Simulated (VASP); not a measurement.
# TlSn (P4/mmm) in VASP: further runs, part 2 of 2

VASP 6.6.1. The steps go on from the part before.

### 3 Electric field gradients, LDA (volume scaled by 1.04)

Input file INCAR:

```
PREC = Accurate ; ENCUT = 520
EDIFF = 1E-8 ; ISMEAR = -1
SIGMA = 0.08 ; LREAL = F
LASPH = T ; NELM = 60
ALGO = Normal ; ISIF = 2
LWAVE = F ; LCHARG = F
GGA = CA ; LEFG = T
NBANDS = 20
```

Input file KPOINTS:

```
regular mesh
0
Gamma
  9 9 8
```

Input file POSCAR:

```
TlSn
1.0
    3.6622975554      0.0000000000      0.0000000000
    0.0000000000      3.6622975554      0.0000000000
    0.0000000000      0.0000000000      4.4325723917
Tl Sn
1 1
Direct
    0.0000000000      0.0000000000      0.0000000000
    0.5000000000      0.5000000000      0.5000000000
```

Potentials or basis: VASP PAW LDA potentials, release 64 (Tl_d, Sn_d).

On the command line:

```
cat potpaw_LDA.64/Tl_d/POTCAR potpaw_LDA.64/Sn_d/POTCAR > POTCAR
mpirun -np 1 vasp_std > vasp.out
```

OUTCAR:

```text
PREC = Accurate
   ENCUT = 520
   EDIFF = 1E-8
   ISMEAR = -1
   LREAL = F
   LASPH = T
   NELM = 60
   ISIF = 2
   GGA = CA

 ion  position               nearest neighbor table
   1  0.000  0.000  0.000-   2 3.41   2 3.41   2 3.41   2 3.41   2 3.41   2 3.41   2 3.41   2 3.41

   2  0.500  0.500  0.500-   1 3.41   1 3.41   1 3.41   1 3.41   1 3.41   1 3.41   1 3.41   1 3.41

  LATTYP: Found a simple tetragonal cell.
 ALAT       =     3.6622975554
 C/A-ratio  =     1.2103255742

  Lattice vectors:

 A1 = (   3.6622975554,   0.0000000000,   0.0000000000)
 A2 = (   0.0000000000,   3.6622975554,   0.0000000000)
 A3 = (   0.0000000000,   0.0000000000,   4.4325723917)

Analysis of symmetry for initial positions (statically):
=====================================================================
 Subroutine PRICEL returns:
 Original cell was already a primitive cell.

 Routine SETGRP: Setting up the symmetry group for a
 simple tetragonal supercell.

 Subroutine GETGRP returns: Found 16 space group operations
 (whereof 16 operations were pure point group operations)
 out of a pool of 16 trial point group operations.

The static configuration has the point symmetry D_4h.

Analysis of symmetry for dynamics (positions and initial velocities):
=====================================================================
 Subroutine PRICEL returns:
 Original cell was already a primitive cell.

 Routine SETGRP: Setting up the symmetry group for a
 simple tetragonal supercell.

 Subroutine GETGRP returns: Found 16 space group operations
 (whereof 16 operations were pure point group operations)
 out of a pool of 16 trial point group operations.
[... 148 lines left out ...]

 E-fermi :   6.3114     XC(G=0): -10.2526

 val. band max:        6.3048479886   @ k =   0.3333   0.2222   0.2500
 cond. band min:       6.3244810213   @ k =   0.3333   0.2222   0.1250
 fundamental gap:      0.0196330326
 Fermi energy:         6.3114118325

 k-point     1 :       0.0000    0.0000    0.0000
  band No.  band energies     occupation
      1     -15.1109      2.00000
      2     -15.0858      2.00000
      3     -15.0594      2.00000
      4     -15.0594      2.00000
      5     -15.0452      2.00000
      6      -5.1838      2.00000
[... 541 lines left out ...]
     19      14.5603      0.00000
     20      15.9010      0.00000

 [... further k-points ...]
[... 5 lines left out ...]
  --------------------------------------------------------------------------------------
  -------------------------------------------------------------------------------------
  Total       -1.7489090     -1.7489090     -1.4987812      0.0000000     -0.0000000      0.0000000
  in kB      -47.1318738    -47.1318738    -40.3911049      0.0000000     -0.0000000      0.0000000
  external PRESSURE =     -44.8849508 kB  Pullay stress =       0.0000000 kB

 VOLUME and BASIS-vectors are now :
 -----------------------------------------------------------------------------
  energy-cutoff  :      520.00
  volume of cell :       59.45
      direct lattice vectors                 reciprocal lattice vectors
     3.662297555  0.000000000  0.000000000     0.273052636  0.000000000  0.000000000
     0.000000000  3.662297555  0.000000000     0.000000000  0.273052636  0.000000000
     0.000000000  0.000000000  4.432572392     0.000000000  0.000000000  0.225602632

 POSITION                                       TOTAL-FORCE (eV/Angst)
 -----------------------------------------------------------------------------------
      0.00000      0.00000      0.00000         0.000000      0.000000      0.000000
      1.83115      1.83115      2.21629         0.000000      0.000000      0.000000
 -----------------------------------------------------------------------------------
    total drift:                                0.000000      0.000000      0.000000

  FREE ENERGIE OF THE ION-ELECTRON SYSTEM (eV)
  ---------------------------------------------------
  free  energy   TOTEN  =        -7.2461419787 eV

  energy  without entropy=       -7.2238646723  energy(sigma->0) =       -7.23500333

 Electric field gradients (V/A^2)
---------------------------------------------------------------------
 ion       V_xx      V_yy      V_zz      V_xy      V_xz      V_yz
---------------------------------------------------------------------
   1      29.980    29.980   -59.960     0.000    -0.000    -0.000
   2       4.700     4.700    -9.399    -0.000    -0.000    -0.000
---------------------------------------------------------------------

 Electric field gradients after diagonalization (V/A^2)
 (convention: |V_zz| > |V_xx| > |V_yy|)
----------------------------------------------------------------------
 ion       V_xx      V_yy      V_zz     asymmetry (V_yy - V_xx)/ V_zz
----------------------------------------------------------------------
   1      29.980    29.980   -59.960       0.000
   2       4.700     4.700    -9.399       0.000
----------------------------------------------------------------------

           NMR quadrupolar parameters

 Cq : quadrupolar parameter    Cq=e*Q*V_zz/h
 eta: asymmetry parameters     (V_yy - V_xx)/ V_zz
 Q  : nuclear electric quadrupole moment in mb (millibarn)
----------------------------------------------------------------------
 ion       Cq(MHz)       eta       Q (mb)
----------------------------------------------------------------------
   1      -0.145       0.000       1.000
   2      -0.023       0.000       1.000
----------------------------------------------------------------------
```

OSZICAR:

```text
N       E                     dE             d eps       ncg     rms          rms(c)
DAV:   1     0.198085644325E+03    0.19809E+03   -0.13783E+04  3104   0.169E+03
DAV:   2     0.793433850369E+01   -0.19015E+03   -0.18502E+03  3028   0.432E+02
DAV:   3    -0.688949649360E+01   -0.14824E+02   -0.14689E+02  3460   0.104E+02
DAV:   4    -0.728101185633E+01   -0.39152E+00   -0.39128E+00  3368   0.166E+01
DAV:   5    -0.729264147240E+01   -0.11630E-01   -0.11629E-01  3840   0.305E+00    0.263E+00
DAV:   6    -0.725500417852E+01    0.37637E-01   -0.66824E-02  3432   0.229E+00    0.179E+00
DAV:   7    -0.724681732204E+01    0.81869E-02   -0.25548E-02  3604   0.143E+00    0.595E-01
DAV:   8    -0.724614182478E+01    0.67550E-03   -0.17296E-03  3228   0.398E-01    0.280E-02
DAV:   9    -0.724614231789E+01   -0.49311E-06   -0.53204E-05  4076   0.627E-02    0.941E-03
DAV:  10    -0.724614206498E+01    0.25291E-06   -0.51184E-06  3496   0.224E-02    0.279E-03
DAV:  11    -0.724614197906E+01    0.85918E-07   -0.56311E-07  3824   0.789E-03    0.254E-03
DAV:  12    -0.724614197866E+01    0.40609E-09   -0.53560E-08  3328   0.168E-03
   1 F= -.72461420E+01 E0= -.72350033E+01  d E =-.222773E-01
```

stdout:

```text
POSCAR found type information on POSCAR TlSn
 POSCAR found :  2 types and       2 ions
 scaLAPACK will be used
 LDA part: xc-table for (Slater(with rela. corr.)+CA(PZ))
 , standard interpolation
 POSCAR, INCAR and KPOINTS ok, starting setup
 FFT: planning ... GRIDC
 FFT: planning ... GRID_SOFT
 FFT: planning ... GRID
 WAVECAR not read
 entering main loop
ion   1

ion   2
```

Run time: 26 s. Hardware: 1 thread of Intel Xeon 6975P-C (Granite Rapids), shared host; peak memory 0.21 GiB.

Results:

| Quantity | Value |
| --- | --- |
| Free energy | -7.2461 eV |
| Pressure | -4.5 GPa |

Stress tensor (GPa, compression positive):
```
-4.71  0.00  0.00
 0.00 -4.71  0.00
 0.00  0.00 -4.04
```

Electric field gradients, principal values (V/Å²):
```csv
atom,least,middle,greatest (by size)
1 Tl,29.980,29.980,-59.960
2 Sn,4.700,4.700,-9.399
```

Caveat: without QUAD_EFG the Cq values of the log hold for a quadrupole moment of 1 mb, not for the nuclei; spin-orbit coupling is left out, which moves the levels of the heavy elements.

### 4 Electric field gradients, LDA (volume scaled by 1.06)

Input file INCAR:

```
ALGO = Normal ; EDIFF = 1E-8
ENCUT = 520 ; ISIF = 2
ISMEAR = -1 ; LASPH = T
LCHARG = F ; LEFG = T
LREAL = F ; LWAVE = F
NBANDS = 20 ; NELM = 80
PREC = Accurate ; SIGMA = 0.08
```

Input file KPOINTS:

```
k-points
0
Gamma
  9 9 8
```

Input file POSCAR:

```
TlSn
1.0
    3.6856249204      0.0000000000      0.0000000000
    0.0000000000      3.6856249204      0.0000000000
    0.0000000000      0.0000000000      4.4608060981
Tl Sn
1 1
Direct
    0.0000000000      0.0000000000      0.0000000000
    0.5000000000      0.5000000000      0.5000000000
```

Potentials or basis: VASP PAW LDA potentials, release 64 (Tl_d, Sn_d).

On the command line:

```
cat potpaw_LDA.64/Tl_d/POTCAR potpaw_LDA.64/Sn_d/POTCAR > POTCAR
mpirun -np 1 vasp_std > vasp.out
```

OUTCAR:

```text
EDIFF = 1E-8
   ENCUT = 520
   ISIF = 2
   ISMEAR = -1
   LASPH = T
   LREAL = F
   NELM = 80
   PREC = Accurate

 ion  position               nearest neighbor table
   1  0.000  0.000  0.000-   2 3.43   2 3.43   2 3.43   2 3.43   2 3.43   2 3.43   2 3.43   2 3.43

   2  0.500  0.500  0.500-   1 3.43   1 3.43   1 3.43   1 3.43   1 3.43   1 3.43   1 3.43   1 3.43

  LATTYP: Found a simple tetragonal cell.
 ALAT       =     3.6856249204
 C/A-ratio  =     1.2103255742

  Lattice vectors:

 A1 = (   3.6856249204,   0.0000000000,   0.0000000000)
 A2 = (   0.0000000000,   3.6856249204,   0.0000000000)
 A3 = (   0.0000000000,   0.0000000000,   4.4608060981)

Analysis of symmetry for initial positions (statically):
=====================================================================
 Subroutine PRICEL returns:
 Original cell was already a primitive cell.

 Routine SETGRP: Setting up the symmetry group for a
 simple tetragonal supercell.

 Subroutine GETGRP returns: Found 16 space group operations
 (whereof 16 operations were pure point group operations)
 out of a pool of 16 trial point group operations.

The static configuration has the point symmetry D_4h.

Analysis of symmetry for dynamics (positions and initial velocities):
=====================================================================
 Subroutine PRICEL returns:
 Original cell was already a primitive cell.

 Routine SETGRP: Setting up the symmetry group for a
 simple tetragonal supercell.

 Subroutine GETGRP returns: Found 16 space group operations
 (whereof 16 operations were pure point group operations)
 out of a pool of 16 trial point group operations.

The dynamic configuration has the point symmetry D_4h.

 Subroutine INISYM returns: Found 16 space group operations
 (whereof 16 operations are pure point group operations),
 and found     1 'primitive' translations

----------------------------------------------------------------------------------------

                                     Primitive cell

  volume of cell :      60.5948

  direct lattice vectors                    reciprocal lattice vectors
     3.685624920  0.000000000  0.000000000     0.271324408  0.000000000  0.000000000
     0.000000000  3.685624920  0.000000000     0.000000000  0.271324408  0.000000000
     0.000000000  0.000000000  4.460806098     0.000000000  0.000000000  0.224174729

  length of vectors
     3.685624920  3.685624920  4.460806098     0.271324408  0.271324408  0.224174729

  position of ions in fractional coordinates (direct lattice)
     0.000000000  0.000000000  0.000000000
     0.500000000  0.500000000  0.500000000

  ion indices of the primitive-cell ions
   primitive index   ion index
                 1           1
                 2           2

----------------------------------------------------------------------------------------

 KPOINTS: k-points

Automatic generation of k-mesh.
 Grid dimensions read from file:
[... 64 lines left out ...]
   NELM   =     80;   NELMIN=  2; NELMDL= -5     # of ELM steps
   EDIFF  = 0.1E-07   stopping-criterion for ELM
   LREAL  =      F    real-space projection
   EDIFFG = 0.1E-06   stopping-criterion for IOM
   NSW    =      0    number of steps for IOM
   IBRION =     -1    ionic relax: 0-MD 1-quasi-New 2-CG
   NFREE  =      0    steps in history (QN), initial steepest desc. (CG)
   ISIF   =      2    stress and relaxation
   ISYM   =      2    0-nonsym 1-usesym 2-fastsym
   POTIM  = 0.5000    time-step for ionic-motion
   TEBEG  =    0.0;   TEEND  =   0.0 temperature during run
   PSTRESS=    0.0 pullay stress
   NELECT =      27.0000    total number of electrons
   NUPDOWN=      -1.0000    fix difference up-down
   EMIN   =  10.00;   EMAX   =-10.00  energy-range for DOS
   EFERMI =   0.00;   METHOD = LEGACY
   ISMEAR =    -1;   SIGMA  =   0.08  broadening in eV -4-tet -1-fermi 0-gaus
   EFERMI_NEDOS =   21; number of points for ismear=-14 and -15
   IALGO  =     38    algorithm
   IMIX   =      4    mixing-type and parameters
     AMIX     =   0.40;   BMIX     =  1.00
     AMIX_MAG =   1.60;   BMIX_MAG =  1.00
  volume/ion in A,a.u.               =      30.30       204.46
  Fermi-wavevector in a.u.,A,eV,Ry     =   1.250406  2.362924 21.272899  1.563514
  Thomas-Fermi vector in A             =   2.384401
   LORBIT       =      0    0 simple, 1 ext, 2 COOP (PROOUT), +10 PAW based schemes
   GGA     = CA    functional components
   LHFCALC =     F    Hartree Fock is set to
   AEXX    =    0.0000 exact exchange contribution
   IVDW    =     0    specifies the selected vdW correction
   LEPSILON=     F    determine dielectric tensor
   LRPA    =     F    only Hartree local field effects (RPA)
 non-spin polarized calculation
  energy-cutoff  :      520.00
  volume of cell :       60.59
 maximum number of plane-waves:      1650
 NGX is ok and might be reduce to    28
   NGX = 13   NGY = 13   NGZ = 17

 number of electron      27.0000001 magnetization

 Free energy of the ion-electron system (eV)
  ---------------------------------------------------
  ext. energy  EPLUGINS =         0.00000000
  ---------------------------------------------------
  free energy    TOTEN  =        -7.21284645 eV

  energy without entropy =       -7.19009344  energy(sigma->0) =       -7.20146994

 E-fermi :   6.1110     XC(G=0): -10.1633

 val. band max:        6.1100186671   @ k =   0.3333   0.2222   0.2500
 cond. band min:       6.1269665690   @ k =   0.2222   0.2222   0.5000
 fundamental gap:      0.0169479019
 Fermi energy:         6.1110355490

 k-point     1 :       0.0000    0.0000    0.0000
  band No.  band energies     occupation
      1     -15.3092      2.00000
      2     -15.2859      2.00000
      3     -15.2614      2.00000
      4     -15.2614      2.00000
      5     -15.2481      2.00000
      6      -5.3562      2.00000
[... 541 lines left out ...]
     19      14.2888      0.00000
     20      15.6159      0.00000

 [... further k-points ...]
[... 5 lines left out ...]
  --------------------------------------------------------------------------------------
  -------------------------------------------------------------------------------------
  Total       -1.9677818     -1.9677818     -1.7168524      0.0000000      0.0000000      0.0000000
  in kB      -52.0297691    -52.0297691    -45.3949898      0.0000000      0.0000000      0.0000000
  external PRESSURE =     -49.8181760 kB  Pullay stress =       0.0000000 kB

 VOLUME and BASIS-vectors are now :
 -----------------------------------------------------------------------------
  energy-cutoff  :      520.00
  volume of cell :       60.59
      direct lattice vectors                 reciprocal lattice vectors
     3.685624920  0.000000000  0.000000000     0.271324408  0.000000000  0.000000000
     0.000000000  3.685624920  0.000000000     0.000000000  0.271324408  0.000000000
     0.000000000  0.000000000  4.460806098     0.000000000  0.000000000  0.224174729

 POSITION                                       TOTAL-FORCE (eV/Angst)
 -----------------------------------------------------------------------------------
      0.00000      0.00000      0.00000         0.000000      0.000000      0.000000
      1.84281      1.84281      2.23040         0.000000      0.000000      0.000000
 -----------------------------------------------------------------------------------
    total drift:                                0.000000      0.000000      0.000000

  FREE ENERGIE OF THE ION-ELECTRON SYSTEM (eV)
  ---------------------------------------------------
  free  energy   TOTEN  =        -7.2128464460 eV

  energy  without entropy=       -7.1900934440  energy(sigma->0) =       -7.20146994

 Electric field gradients (V/A^2)
---------------------------------------------------------------------
 ion       V_xx      V_yy      V_zz      V_xy      V_xz      V_yz
---------------------------------------------------------------------
   1      29.387    29.387   -58.774    -0.000    -0.000    -0.000
   2       4.705     4.705    -9.410    -0.000     0.000     0.000
---------------------------------------------------------------------

 Electric field gradients after diagonalization (V/A^2)
 (convention: |V_zz| > |V_xx| > |V_yy|)
----------------------------------------------------------------------
 ion       V_xx      V_yy      V_zz     asymmetry (V_yy - V_xx)/ V_zz
----------------------------------------------------------------------
   1      29.387    29.387   -58.774       0.000
   2       4.705     4.705    -9.410       0.000
----------------------------------------------------------------------

           NMR quadrupolar parameters

 Cq : quadrupolar parameter    Cq=e*Q*V_zz/h
 eta: asymmetry parameters     (V_yy - V_xx)/ V_zz
 Q  : nuclear electric quadrupole moment in mb (millibarn)
----------------------------------------------------------------------
 ion       Cq(MHz)       eta       Q (mb)
----------------------------------------------------------------------
   1      -0.142       0.000       1.000
   2      -0.023       0.000       1.000
----------------------------------------------------------------------
```

stdout:

```text
POSCAR found type information on POSCAR TlSn
 POSCAR found :  2 types and       2 ions
 scaLAPACK will be used
 LDA part: xc-table for (Slater(with rela. corr.)+CA(PZ))
 , standard interpolation
 POSCAR, INCAR and KPOINTS ok, starting setup
 FFT: planning ... GRIDC
 FFT: planning ... GRID_SOFT
 FFT: planning ... GRID
 WAVECAR not read
 entering main loop
ion   1

ion   2
```

It took 26 s on 1 thread of Intel Xeon 6975P-C (Granite Rapids), shared host; peak memory 0.21 GiB.

What came out:

| Quantity | Value |
| --- | --- |
| Free energy | -7.2128 eV |
| Pressure | -5.0 GPa |

Levels at points of the mesh, in eV from the Fermi level:
```csv
k point,band 11,band 12,band 13,band 14,band 15,band 16
"(0.00, 0.00, 0.00)",-10.03,-3.20,-1.44,1.57,1.57,5.16
"(0.00, 0.00, 0.50)",-8.30,-7.74,3.22,3.23,3.23,4.04
```

Electric field gradients, principal values (V/Å²):
| atom | least | middle | greatest (by size) |
| --- | --- | --- | --- |
| 1 Tl | 29.387 | 29.387 | -58.774 |
| 2 Sn | 4.705 | 4.705 | -9.410 |

Caveat: without QUAD_EFG the Cq values of the log hold for a quadrupole moment of 1 mb, not for the nuclei; spin-orbit coupling is left out, which moves the levels of the heavy elements.

### 5 The runs side by side

```csv
cell,gap on the mesh (eV),pressure (GPa)
"a = 3.639, b = 3.639, c = 4.404 Å, 2 atoms",none,-3.9
"a = 3.662, b = 3.662, c = 4.433 Å, 2 atoms",none,-4.5
"a = 3.686, b = 3.686, c = 4.461 Å, 2 atoms",none,-5.0
```

Alike in all rows: task electric field gradients; level LDA; potentials or basis VASP PAW LDA potentials, release 64 (Tl_d, Sn_d); no spin polarisation; k mesh 9 × 9 × 8; cutoff (eV) 520; smearing fermi-dirac 0.08 eV.

Caveats: spin-orbit coupling is left out, which moves the levels of the heavy elements.

Total energies depend on the potentials used, so only differences within one code and one set of settings carry meaning.
